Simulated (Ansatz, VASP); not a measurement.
**One calculation of Bi, two programs**

File INCAR:

```
SYSTEM = Bi
PREC     = Accurate       ! precision mode
ENCUT    = 600            ! plane-wave cutoff, eV
EDIFF    = 1E-7           ! SCF threshold, eV
ISMEAR   = 0              ! smearing method
SIGMA    = 0.1            ! smearing width, eV
LREAL    = .FALSE.        ! projectors in reciprocal space
LASPH    = .TRUE.         ! aspherical terms in the spheres
NELM     = 60             ! most SCF steps
ALGO     = Fast           ! electronic algorithm
ISIF     = 3              ! what is computed and relaxed
LWAVE    = .FALSE.        ! write WAVECAR
LCHARG   = .FALSE.        ! write CHGCAR
GGA      = PS             ! functional
IBRION   = 2              ! ionic algorithm
NSW      = 100            ! ionic steps
EDIFFG   = -0.01          ! ionic threshold
```

The input KPOINTS:

```
Automatic mesh
0
G
  6 6 6
  0 0 0
```

File POSCAR:

```
Bi
1.0
    6.2863809709      0.0000000000      0.0000000000
    0.0000000000      6.2863809709      0.0000000000
    0.0000000000      0.0000000000      6.2863809709
Bi
8
Direct
    0.5000000000      0.5000000000      0.5000000000
    0.0000000000      0.0000000000      0.0000000000
    0.2500000000      0.0000000000      0.5000000000
    0.5000000000      0.2500000000      0.0000000000
    0.5000000000      0.7500000000      0.0000000000
    0.7500000000      0.0000000000      0.5000000000
    0.0000000000      0.5000000000      0.7500000000
    0.0000000000      0.5000000000      0.2500000000
```

Input for Ansatz:

```yaml
crystal:
  lattice:
    - [6.2863809709, 0.0, 0.0]
    - [0.0, 6.2863809709, 0.0]
    - [0.0, 0.0, 6.2863809709]
  atoms:
    - { symbol: Bi, position: [0.5, 0.5, 0.5] }
    - { symbol: Bi, position: [0.0, 0.0, 0.0] }
    - { symbol: Bi, position: [0.25, 0.0, 0.5] }
    - { symbol: Bi, position: [0.5, 0.25, 0.0] }
    - { symbol: Bi, position: [0.5, 0.75, 0.0] }
    - { symbol: Bi, position: [0.75, 0.0, 0.5] }
    - { symbol: Bi, position: [0.0, 0.5, 0.75] }
    - { symbol: Bi, position: [0.0, 0.5, 0.25] }
basis:
  ecutwfc: 420
kpoints:
  mp_grid: { grid: [6, 6, 6] }
hamiltonian:
  xc: pbesol
scf:
  occupations: { method: gaussian, width: 0.1 }
output:
  forces: true
  stress: true
  eigenvalues: true
relax:
  adjacent_minimum: "off"
  f_tol: 0.01
  max_steps: 80
  cell: { stress_tol: 0.05 }
```

Alike in both runs: task relaxation of cell and atoms; functional PBEsol; k mesh 6 × 6 × 6; occupations gaussian, width 0.1 eV; no spin polarisation.

```csv
,VASP,Ansatz
version,VASP 6.6.1,Ansatz 0.2.0
potentials or method,"VASP PAW PBE potentials, release 64 (Bi_d), cutoff 600 eV","scalar-relativistic, plane waves, PAW"
valence electrons in the cell,120,120
```

```csv
,VASP,Ansatz,Ansatz less VASP
"gap on the k mesh at the Fermi level, each at its own relaxed structure (eV)",none,none,-
relaxed volume (Å³/atom),30.81,30.81,+0.004
relaxed length of the cell vector where the two differ most in proportion (Å),6.270,6.270,+0.0003
```

VASP's potentials were made for PBE, not for PBEsol. A gap of «none» marks a metal or a gap that the smearing closes.

Spin-orbit coupling is off throughout.
